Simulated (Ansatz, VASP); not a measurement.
## Two plane-wave programs on WC

Contents of INCAR:

```
SYSTEM = WC
  PREC = Accurate
  ENCUT = 520
  EDIFF = 1E-6
  ISMEAR = 0
  SIGMA = 0.15
  LREAL = .FALSE.
  LASPH = .TRUE.
  NELM = 100
  ALGO = Normal
  ISIF = 2
  LWAVE = .FALSE.
  LCHARG = .TRUE.
  GGA = PS
  LELF = .TRUE.
  LVHAR = .TRUE.
  NBANDS = 16
```

KPOINTS

```
Automatic mesh
0
G
  6 6 6
  0 0 0
```

File POSCAR:

```
WC
1.0
    2.9005014360      0.0000000000      0.0000000000
   -1.4502507180      2.5119079273      0.0000000000
    0.0000000000      0.0000000000      2.8290000000
W C
1 1
Direct
    0.0865212091      0.0633379210     -0.0795334040
    0.6666666667      0.3333333333      0.5000000000
```

Input for Ansatz:

```yaml
crystal:
  lattice:
    - [2.900501436, 0.0, 0.0]
    - [-1.450250718, 2.5119079273, 0.0]
    - [0.0, 0.0, 2.829]
  atoms:
    - { symbol: W, position: [0.0865212091, 0.063337921, -0.079533404] }
    - { symbol: C, position: [0.6666666667, 0.3333333333, 0.5] }
basis:
  ecutwfc: 420
kpoints:
  mp_grid: { grid: [6, 6, 6] }
hamiltonian:
  xc: pbesol
scf:
  occupations: { method: gaussian, width: 0.15 }
output:
  forces: true
  stress: true
  eigenvalues: true
```

Alike in both runs: task single point; functional PBEsol; k mesh 6 × 6 × 6; occupations gaussian, width 0.15 eV; no spin polarisation.

|  | VASP | Ansatz |
| --- | --- | --- |
| version | VASP 6.6.1 | Ansatz 0.2.0 |
| potentials or method | VASP PAW PBE potentials, release 64 (W_sv, C), cutoff 520 eV | scalar-relativistic, plane waves, PAW |
| valence electrons in the cell | 18 | 18 |

Ansatz gave:

- gap on the k mesh at the Fermi level (eV): none
- pressure (GPa): 20.0
- traceless stress, the component that is largest in VASP (GPa): -20.15
- rms of the force components (eV/Å): 3.548

Estimate VASP's values.

gap on the k mesh at the Fermi level (eV): none; pressure (GPa): 21.5; traceless stress, the component that is largest in VASP (GPa): -20.36; rms of the force components (eV/Å): 3.587.

VASP's potentials were made for PBE, not for PBEsol. Atom by atom the forces differ by 0.039 eV/Å (rms over components). A gap of «none» marks a metal or a gap that the smearing closes. With one functional, cell and mesh, what is left measures potentials, basis and numerics.

The k mesh is coarse, so the values compare programs but aren't converged. Neither program's run includes spin-orbit coupling.
